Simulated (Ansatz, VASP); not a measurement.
## MoS in VASP and in Ansatz

```
CELL_PARAMETERS angstrom
2.97064 0.00000 0.00000
0.00000 2.97064 0.00000
0.00000 0.00000 2.97064
ATOMIC_POSITIONS crystal
Mo 0.00000 0.00000 0.00000
S 0.50000 0.50000 0.50000
```

Alike in both runs: task single point; functional PBEsol; k mesh 14 × 14 × 14; occupations gaussian, width 0.05 eV; collinear spin; Hubbard terms Mo d U = 2.0 eV.

|  | VASP | Ansatz |
| --- | --- | --- |
| version | VASP 6.6.1 | Ansatz 0.2.0 |
| potentials or method | VASP PAW PBE potentials, release 64 (Mo_sv, S), cutoff 520 eV | scalar-relativistic, plane waves, PAW |
| valence electrons in the cell | 20 | 20 |

|  | VASP | Ansatz | Ansatz less VASP |
| --- | --- | --- | --- |
| gap on the k mesh at the Fermi level (eV) | none | none | - |
| pressure (GPa) | 2.4 | 0.0 | -2.41 |
| net moment per atom (μB) | 0.00 | 0.00 | 0.000 |

VASP's potentials were made for PBE, not for PBEsol. The programs project onto different local orbitals, so the same U acts differently, and such runs can settle in different states. A gap of «none» marks a metal or a gap that the smearing closes. Ansatz's warnings: filled band counts differ across k points, seeded moment not kept.
